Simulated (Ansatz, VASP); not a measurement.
## One calculation of YAl3N4, two programs

```
Y Al N
1.0
     3.07163   -4.28696    0.00000
     3.07163    4.28696    0.00000
     0.00000    0.00000    3.08278
Y Al N
1 3 4
Cartesian
  0.0000 0.0000 0.0000
  1.5358 2.1435 1.5414
  1.5358 -2.1435 1.5414
  3.0716 0.0000 0.0000
  3.0716 -2.0127 0.0000
  4.4554 0.0000 1.5414
  1.6879 0.0000 1.5414
  3.0716 2.0127 0.0000
```

Alike in both runs: task relaxation of cell and atoms; functional PBE; k mesh 6 × 6 × 10; occupations gaussian, width 0.02 eV; no spin polarisation.

|  | VASP | Ansatz |
| --- | --- | --- |
| version | VASP 6.6.1 | Ansatz 0.2.0 |
| potentials or method | VASP PAW PBE potentials, release 64 (Y_sv, Al, N), cutoff 600 eV | scalar-relativistic, plane waves, PAW |
| valence electrons in the cell | 40 | 40 |

|  | VASP | Ansatz | Ansatz less VASP |
| --- | --- | --- | --- |
| gap on the k mesh at the Fermi level, each at its own relaxed structure (eV) | 1.75 | 1.76 | +0.002 |
| relaxed volume (Å³/atom) | 10.13 | 10.15 | +0.020 |
| relaxed length of the cell vector where the two differ most in proportion (Å) | 3.081 | 3.083 | +0.0022 |
